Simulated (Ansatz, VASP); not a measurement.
Two plane-wave programs on Rb

```
Rb
1.0
     0.00000    3.68047    3.68047
     3.68047    0.00000    3.68047
     3.68047    3.68047    0.00000
Rb
1
Direct
  0.00000 0.00000 0.00000
```

Alike in both runs: task single point; functional revPBE; k mesh 9 × 9 × 9; occupations fermi-dirac, width 0.1 eV; no spin polarisation.

|  | VASP | Ansatz |
| --- | --- | --- |
| version | VASP 6.6.1 | Ansatz 0.2.0 |
| potentials or method | VASP PAW PBE potentials, release 64 (Rb_sv), cutoff 520 eV | plane waves (420 eV) with PAW, scalar-relativistic |
| valence electrons in the cell | 9 | 9 |

|  | VASP | Ansatz | Ansatz less VASP |
| --- | --- | --- | --- |
| pressure (GPa) | 0.0 | 0.0 | 0.00 |

VASP's potentials were made for PBE, not for revPBE.
